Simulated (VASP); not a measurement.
# Ta4C3 (P4mm) in VASP: single point with PBEsol

Aim: the single point of Ta4C3 with PBEsol.

Program: VASP 6.6.1. These are calculated values, not measurements. Logs are shortened: lines on timing, memory, paths and dates and some standing lists are left out, and cuts for length are marked.

### Step 1. The cell of the first run

Symmetry: P4mm, No. 99, tetragonal system. The conventional cell has a = 4.403 Å, b = 4.403 Å, c = 8.505 Å, α = 90.00°, β = 90.00°, γ = 90.00°. Ta (site symmetry 4mm) has 4 C at 2.20 Å within 2.9 Å. Within 2.9 Å of Ta (site symmetry 4mm) lie 4 C at 2.20 Å. Within 2.5 Å of Ta (site symmetry 2mm) lie 4 C at 1.90 to 2.20 Å. Ta (site symmetry 2mm) has 4 C at 2.20 Å within 2.9 Å. Ta (site symmetry 4mm) has 6 C at 2.20 Å within 2.9 Å. Within 2.5 Å of Ta (site symmetry 4mm) lie 6 C at 1.90 to 2.20 Å. Within 2.5 Å of C (site symmetry 4mm) lie 6 Ta at 1.90 to 2.20 Å. Within 2.9 Å of C (site symmetry 4mm) lie 6 Ta at 2.20 Å.

### Step 2. Single point, PBEsol

Contents of INCAR:

```
PREC = Accurate
ENCUT = 520
EDIFF = 1E-7
ISMEAR = 0
SIGMA = 0.15
LREAL = F
LASPH = T
NELM = 100
ALGO = Normal
ISIF = 2
LWAVE = F
LCHARG = T
GGA = PS
LELF = T
LVHAR = T
NBANDS = 69
```

Contents of KPOINTS:

```
Automatic mesh
0
Gamma
  9 9 5
```

Contents of POSCAR:

```
Ta4C3
1.0
    0.0000000000     -4.4026022057      0.0000000000
    0.0000000000      0.0000000000     -4.4026022057
    8.5052044115      0.0000000000      0.0000000000
Ta C
8 6
Direct
    0.5000000000      0.5000000000      0.9058634558
    0.5000000000      0.5000000000      0.3882271953
    1.0000000000      0.5000000000      0.1294090651
    1.0000000000      0.5000000000      0.6470453255
    0.5000000000      1.0000000000      0.1294090651
    0.5000000000      1.0000000000      0.6470453255
    0.0000000000      0.0000000000      0.3882271953
    0.0000000000      0.0000000000      0.9058634558
    0.0000000000      1.0000000000      0.1294090651
    0.0000000000      1.0000000000      0.6470453255
    0.5000000000      1.0000000000      0.9058634558
    0.5000000000      1.0000000000      0.3882271953
    0.0000000000      0.5000000000      0.9058634558
    0.0000000000      0.5000000000      0.3882271953
```

Potentials or basis: VASP PAW PBE potentials, release 64 (Ta_pv, C).

Launch:

```sh
> cat potpaw_PBE.64/Ta_pv/POTCAR potpaw_PBE.64/C/POTCAR > POTCAR
> mpirun -np 1 vasp_std > vasp.out
```

OUTCAR:

```text
PREC = Accurate
   ENCUT = 520
   EDIFF = 1E-7
   ISMEAR = 0
   LREAL = F
   LASPH = T
   NELM = 100
   ISIF = 2
   GGA = PS

 ion  position               nearest neighbor table
   1  0.500  0.500  0.906-  11 2.20  13 2.20  11 2.20  13 2.20   5 2.91   3 2.91   3 2.91   5 2.91
                             8 3.11   8 3.11   8 3.11   8 3.11   4 3.11   4 3.11   6 3.11   6 3.11
   2  0.500  0.500  0.388-  12 2.20  14 2.20  12 2.20  14 2.20   5 3.11   3 3.11   3 3.11   5 3.11
                             6 3.11   4 3.11   4 3.11   6 3.11   7 3.11   7 3.11   7 3.11   7 3.11
   3  0.000  0.500  0.129-  13 1.90  14 2.20   9 2.20   9 2.20   1 2.91   8 2.91   8 2.91   1 2.91
                             2 3.11   7 3.11   7 3.11   2 3.11   5 3.11   5 3.11   5 3.11   5 3.11
   4  0.000  0.500  0.647-  14 2.20  10 2.20  10 2.20  13 2.20   2 3.11   7 3.11   7 3.11   2 3.11
                             6 3.11   6 3.11   6 3.11   6 3.11   1 3.11   1 3.11   8 3.11   8 3.11
   5  0.500  0.000  0.129-  11 1.90  12 2.20   9 2.20   9 2.20   1 2.91   1 2.91   8 2.91   8 2.91
                             2 3.11   7 3.11   7 3.11   2 3.11   3 3.11   3 3.11   3 3.11   3 3.11
   6  0.500  0.000  0.647-  12 2.20  10 2.20  10 2.20  11 2.20   2 3.11   2 3.11   7 3.11   7 3.11
                             4 3.11   4 3.11   4 3.11   4 3.11   8 3.11   8 3.11   1 3.11   1 3.11
   7  0.000  0.000  0.388-   9 2.20  10 2.20  12 2.20  14 2.20  14 2.20  12 2.20   3 3.11   3 3.11
                             5 3.11   5 3.11   6 3.11   4 3.11   6 3.11   4 3.11   2 3.11   2 3.11
   8  0.000  0.000  0.906-   9 1.90  11 2.20  13 2.20  13 2.20  11 2.20  10 2.20   3 2.91   3 2.91
                             5 2.91   5 2.91   1 3.11   1 3.11   1 3.11   1 3.11   4 3.11   6 3.11
   9  0.000  0.000  0.129-   8 1.90   7 2.20   3 2.20   5 2.20   3 2.20   5 2.20
  10  0.000  0.000  0.647-   7 2.20   6 2.20   4 2.20   4 2.20   6 2.20   8 2.20
  11  0.500  0.000  0.906-   5 1.90   1 2.20   8 2.20   1 2.20   8 2.20   6 2.20
  12  0.500  0.000  0.388-   5 2.20   6 2.20   2 2.20   7 2.20   2 2.20   7 2.20
  13  0.000  0.500  0.906-   3 1.90   1 2.20   8 2.20   8 2.20   1 2.20   4 2.20
  14  0.000  0.500  0.388-   3 2.20   4 2.20   2 2.20   7 2.20   7 2.20   2 2.20

  LATTYP: Found a simple tetragonal cell.
 ALAT       =     4.4026022057
 C/A-ratio  =     1.9318584814

  Lattice vectors:

 A1 = (   0.0000000000,  -4.4026022057,   0.0000000000)
 A2 = (   0.0000000000,   0.0000000000,  -4.4026022057)
 A3 = (   8.5052044115,   0.0000000000,   0.0000000000)

Analysis of symmetry for initial positions (statically):
=====================================================================
 Subroutine PRICEL returns:
 Original cell was already a primitive cell.

 Routine SETGRP: Setting up the symmetry group for a
 simple tetragonal supercell.

 Subroutine GETGRP returns: Found  8 space group operations
 (whereof  8 operations were pure point group operations)
 out of a pool of 16 trial point group operations.

The static configuration has the point symmetry C_4v.

Analysis of symmetry for dynamics (positions and initial velocities):
=====================================================================
 Subroutine PRICEL returns:
 Original cell was already a primitive cell.

 Routine SETGRP: Setting up the symmetry group for a
 simple tetragonal supercell.

 Subroutine GETGRP returns: Found  8 space group operations
 (whereof  8 operations were pure point group operations)
 out of a pool of 16 trial point group operations.

The dynamic configuration has the point symmetry C_4v.

 Subroutine INISYM returns: Found  8 space group operations
 (whereof  8 operations are pure point group operations),
 and found     1 'primitive' translations

----------------------------------------------------------------------------------------

                                     Primitive cell

  volume of cell :     164.8556

  direct lattice vectors                    reciprocal lattice vectors
     0.000000000 -4.402602206  0.000000000     0.000000000 -0.227138395  0.000000000
     0.000000000  0.000000000 -4.402602206     0.000000000  0.000000000 -0.227138395
     8.505204411  0.000000000  0.000000000     0.117575070  0.000000000  0.000000000

  length of vectors
     4.402602206  4.402602206  8.505204411     0.227138395  0.227138395  0.117575070

  position of ions in fractional coordinates (direct lattice)
     0.500000000  0.500000000  0.905863456
     0.500000000  0.500000000  0.388227195
     0.000000000  0.500000000  0.129409065
     0.000000000  0.500000000  0.647045326
     0.500000000  0.000000000  0.129409065
     0.500000000  0.000000000  0.647045326
     0.000000000  0.000000000  0.388227195
     0.000000000  0.000000000  0.905863456
     0.000000000  0.000000000  0.129409065
     0.000000000  0.000000000  0.647045326
     0.500000000  0.000000000  0.905863456
     0.500000000  0.000000000  0.388227195
     0.000000000  0.500000000  0.905863456
     0.000000000  0.500000000  0.388227195

  ion indices of the primitive-cell ions
   primitive index   ion index
                 1           1
                 2           2
                 3           3
                 4           4
                 5           5
                 6           6
                 7           7
                 8           8
                 9           9
                10          10
                11          11
                12          12
                13          13
                14          14

----------------------------------------------------------------------------------------

 KPOINTS: Automatic mesh

Automatic generation of k-mesh.
 Grid dimensions read from file:
 generate k-points for:    9    9    5

 Generating k-lattice:

  Cartesian coordinates                     Fractional coordinates (reciprocal lattice)
     0.000000000 -0.025237599  0.000000000     0.111111111  0.000000000  0.000000000
     0.000000000  0.000000000 -0.025237599     0.000000000  0.111111111  0.000000000
     0.023515014  0.000000000  0.000000000     0.000000000  0.000000000  0.200000000

  Length of vectors
     0.025237599  0.025237599  0.023515014

  Shift w.r.t. Gamma in fractional coordinates (k-lattice)
     0.000000000  0.000000000  0.000000000

 Subroutine IBZKPT returns following result:
 ===========================================

 Found     45 irreducible k-points:

 Following reciprocal coordinates:
            Coordinates               Weight
  0.000000  0.000000  0.000000      1.000000
  0.111111  0.000000  0.000000      4.000000
  0.222222  0.000000  0.000000      4.000000
  0.333333  0.000000  0.000000      4.000000
  0.444444  0.000000  0.000000      4.000000
  0.111111  0.111111  0.000000      4.000000
[... 16 lines left out ...]
  0.333333  0.111111  0.200000     16.000000
  0.444444  0.111111  0.200000     16.000000
 [... further k-points ...]
   k-points           NKPTS =     45   k-points in BZ     NKDIM =     45   number of bands    NBANDS=     69
   number of dos      NEDOS =    301   number of ions     NIONS =     14
   total plane-waves  NPLWV =  82944
   dimension x,y,z NGX =    36 NGY =   36 NGZ =   64
   dimension x,y,z NGXF=    72 NGYF=   72 NGZF=  128
   ions per type =               8   6
   NGX,Y,Z   is equivalent  to a cutoff of  13.59, 13.59, 12.51 a.u.
   NGXF,Y,Z  is equivalent  to a cutoff of  27.19, 27.19, 25.02 a.u.
 SYSTEM =  unknown system
   PREC   = accura    normal or accurate (medium, high low for compatibility)
   ISTART =      0    job   : 0-new  1-cont  2-samecut
   ICHARG =      2    charge: 1-file 2-atom 10-const
   ISPIN  =      1    spin polarized calculation?
   LNONCOLLINEAR =      F non collinear calculations
   LSORBIT =      F    spin-orbit coupling
   LASPH  =      T    aspherical Exc in radial PAW
   ENCUT  =  520.0 eV  38.22 Ry    6.18 a.u.   8.19  8.19 15.81*2*pi/ulx,y,z
   NELM   =    100;   NELMIN=  2; NELMDL= -5     # of ELM steps
   EDIFF  = 0.1E-06   stopping-criterion for ELM
   LREAL  =      F    real-space projection
   EDIFFG = 0.1E-05   stopping-criterion for IOM
   NSW    =      0    number of steps for IOM
   IBRION =     -1    ionic relax: 0-MD 1-quasi-New 2-CG
   NFREE  =      0    steps in history (QN), initial steepest desc. (CG)
   ISIF   =      2    stress and relaxation
   ISYM   =      2    0-nonsym 1-usesym 2-fastsym
   POTIM  = 0.5000    time-step for ionic-motion
   TEBEG  =    0.0;   TEEND  =   0.0 temperature during run
   PSTRESS=    0.0 pullay stress
   NELECT =     112.0000    total number of electrons
   NUPDOWN=      -1.0000    fix difference up-down
   EMIN   =  10.00;   EMAX   =-10.00  energy-range for DOS
   EFERMI =   0.00;   METHOD = LEGACY
   ISMEAR =     0;   SIGMA  =   0.15  broadening in eV -4-tet -1-fermi 0-gaus
   EFERMI_NEDOS =   21; number of points for ismear=-14 and -15
   IALGO  =     38    algorithm
   IMIX   =      4    mixing-type and parameters
     AMIX     =   0.40;   BMIX     =  1.00
     AMIX_MAG =   1.60;   BMIX_MAG =  1.00
  volume/ion in A,a.u.               =      11.78        79.46
  Fermi-wavevector in a.u.,A,eV,Ry     =   1.439173  2.719642 28.180638  2.071218
  Thomas-Fermi vector in A             =   2.558058
   LORBIT       =      0    0 simple, 1 ext, 2 COOP (PROOUT), +10 PAW based schemes
   GGA     = PS    functional components
   LHFCALC =     F    Hartree Fock is set to
   AEXX    =    0.0000 exact exchange contribution
   IVDW    =     0    specifies the selected vdW correction
   LEPSILON=     F    determine dielectric tensor
   LRPA    =     F    only Hartree local field effects (RPA)
 non-spin polarized calculation
 Gauss-broadening in eV      SIGMA  =   0.15
  energy-cutoff  :      520.00
  volume of cell :      164.86
 maximum number of plane-waves:      4463
 NGX is ok and might be reduce to    36
   NGX = 17   NGY = 17   NGZ = 31

 number of electron     112.0000023 magnetization

 Free energy of the ion-electron system (eV)
  ---------------------------------------------------
  ext. energy  EPLUGINS =         0.00000000
  ---------------------------------------------------
  free energy    TOTEN  =      -163.58448137 eV

  energy without entropy =     -163.51574348  energy(sigma->0) =     -163.55011242

 E-fermi :   7.5593     XC(G=0): -13.2755

 val. band max:        7.5585998181   @ k =   0.2222   0.2222   0.0000
 cond. band min:       7.5977036079   @ k =   0.2222   0.2222   0.2000
 fundamental gap:      0.0391037898
 Fermi energy:         7.5592629069

 k-point     1 :       0.0000    0.0000    0.0000
  band No.  band energies     occupation
      1     -27.6838      2.00000
      2     -27.6659      2.00000
      3     -27.6659      2.00000
      4     -27.5595      2.00000
      5     -27.5587      2.00000
      6     -27.5587      2.00000
[... 60 lines left out ...]
     67      10.4014      0.00000
     68      10.8558      0.00000

 k-point     2 :       0.1111    0.0000    0.0000
  band No.  band energies     occupation
      1     -27.6771      2.00000
      2     -27.6581      2.00000
      3     -27.6536      2.00000
      4     -27.5808      2.00000
      5     -27.5624      2.00000
      6     -27.5516      2.00000
[... 1551 lines left out ...]
     67      10.8368      0.00000
     68      10.9711      0.00000

 k-point    24 :       0.4444    0.1111    0.2000
  band No.  band energies     occupation
      1     -27.6977      2.00000
      2     -27.6599      2.00000
      3     -27.6218      2.00000
      4     -27.5938      2.00000
      5     -27.5551      2.00000
      6     -27.5338      2.00000
[... 60 lines left out ...]
     67      10.5520      0.00000
     68      10.7406      0.00000

 [... further k-points ...]

 [bands above 68 left out]

------------------------ aborting loop because EDIFF is reached ----------------------------------------

  FORCE on cell =-STRESS in cart. coord.  units (eV):
  Direction    XX          YY          ZZ          XY          YZ          ZX
  --------------------------------------------------------------------------------------
  -------------------------------------------------------------------------------------
  Total       37.9422228      8.5885215      8.5885215      0.0000000      0.0000000      0.0000000
  in kB      368.7480246     83.4690248     83.4690248      0.0000000      0.0000000      0.0000000
  external PRESSURE =     178.5620247 kB  Pullay stress =       0.0000000 kB

 VOLUME and BASIS-vectors are now :
 -----------------------------------------------------------------------------
  energy-cutoff  :      520.00
  volume of cell :      164.86
      direct lattice vectors                 reciprocal lattice vectors
     0.000000000 -4.402602206  0.000000000     0.000000000 -0.227138395  0.000000000
     0.000000000  0.000000000 -4.402602206     0.000000000  0.000000000 -0.227138395
     8.505204411  0.000000000  0.000000000     0.117575070  0.000000000  0.000000000

 POSITION                                       TOTAL-FORCE (eV/Angst)
 -----------------------------------------------------------------------------------
      7.70455     -2.20130     -2.20130        -1.158431     -0.000000     -0.000000
      3.30195     -2.20130     -2.20130         0.192120     -0.000000      0.000000
      1.10065      0.00000     -2.20130         5.274359      0.000000     -0.000000
      5.50325      0.00000     -2.20130        -0.007902     -0.000000     -0.000000
      1.10065     -2.20130      0.00000         5.274359     -0.000000     -0.000000
      5.50325     -2.20130      0.00000        -0.007902     -0.000000     -0.000000
      3.30195      0.00000      0.00000         0.131442     -0.000000     -0.000000
      7.70455      0.00000      0.00000        -5.388605     -0.000000     -0.000000
      1.10065      0.00000      0.00000         4.611161     -0.000000     -0.000000
      5.50325      0.00000      0.00000        -0.507258     -0.000000     -0.000000
      7.70455     -2.20130      0.00000        -4.585476     -0.000000     -0.000000
      3.30195     -2.20130      0.00000         0.378805     -0.000000     -0.000000
      7.70455      0.00000     -2.20130        -4.585476      0.000000     -0.000000
      3.30195      0.00000     -2.20130         0.378805     -0.000000      0.000000
 -----------------------------------------------------------------------------------
    total drift:                               -0.000470     -0.000000      0.000000

  FREE ENERGIE OF THE ION-ELECTRON SYSTEM (eV)
  ---------------------------------------------------
  free  energy   TOTEN  =      -163.5844813661 eV

  energy  without entropy=     -163.5157434759  energy(sigma->0) =     -163.55011242
```

It took 4.5 min on 1 thread of Intel Xeon 6975P-C (Granite Rapids), shared host; peak memory 0.5 GiB.

What came out:

```
Free energy            : -163.5845 eV
Pressure               : 17.9 GPa
Largest force          : 5.389 eV/Å
Band gap on the k mesh : zero (band 56 reaches 7.78 eV, above the bottom of band 57 at 7.20 eV)
```

Forces in eV/Å, atoms in the order of the input:
```
Ta  -1.158  0.000  0.000
Ta   0.192  0.000  0.000
Ta   5.274  0.000  0.000
Ta  -0.008  0.000  0.000
Ta   5.274  0.000  0.000
Ta  -0.008  0.000  0.000
Ta   0.131  0.000  0.000
Ta  -5.389  0.000  0.000
C    4.611  0.000  0.000
C   -0.507  0.000  0.000
C   -4.585  0.000  0.000
C    0.379  0.000  0.000
C   -4.585  0.000  0.000
C    0.379  0.000  0.000
```

Stress tensor (GPa, compression positive):
```
36.87  0.00  0.00
 0.00  8.35  0.00
 0.00  0.00  8.35
```

Caveat: the PAW data sets were made with another functional, which shifts forces and pressure a little; spin-orbit coupling is left out, which moves the levels of the heavy elements.
